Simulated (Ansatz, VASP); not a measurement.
## One calculation of Ta3N4, two programs

```xyz
7
Lattice="4.6871 0.0000 0.0000 0.0000 4.6871 0.0000 0.0000 0.0000 4.6871" Properties=species:S:1:pos:R:3 pbc="T T T"
Ta    0.0000    4.6871    2.3436
Ta    2.3436    4.6871    0.0000
Ta    0.0000    2.3436    0.0000
N     3.5510    1.1361    1.1361
N     1.1361    3.5510    1.1361
N     1.1361    1.1361    3.5510
N     3.5510    3.5510    3.5510
```

Alike in both runs: task single point; functional PBE; k mesh 6 × 6 × 6; occupations gaussian, width 0.2 eV; no spin polarisation.

|  | VASP | Ansatz |
| --- | --- | --- |
| version | VASP 6.6.1 | Ansatz 0.2.0 |
| potentials or method | VASP PAW PBE potentials, release 64 (Ta_pv, N), cutoff 520 eV | scalar-relativistic, plane waves, PAW |
| valence electrons in the cell | 53 | 59 |

Ansatz gave:

* gap on the k mesh at the Fermi level (eV): none
* pressure (GPa): 0.1
* rms of the force components (eV/Å): 0.012

Q: What did VASP give for the same quantities?

A: gap on the k mesh at the Fermi level (eV): none; pressure (GPa): 0.6; rms of the force components (eV/Å): 0.006.

Atom by atom the forces differ by 0.018 eV/Å (rms over components). A gap of «none» marks a metal or a gap that the smearing closes. VASP's potentials hold 53 valence electrons a cell and Ansatz's 59, so a difference there can come from the potentials and not from the codes.

Neither program's run includes spin-orbit coupling.
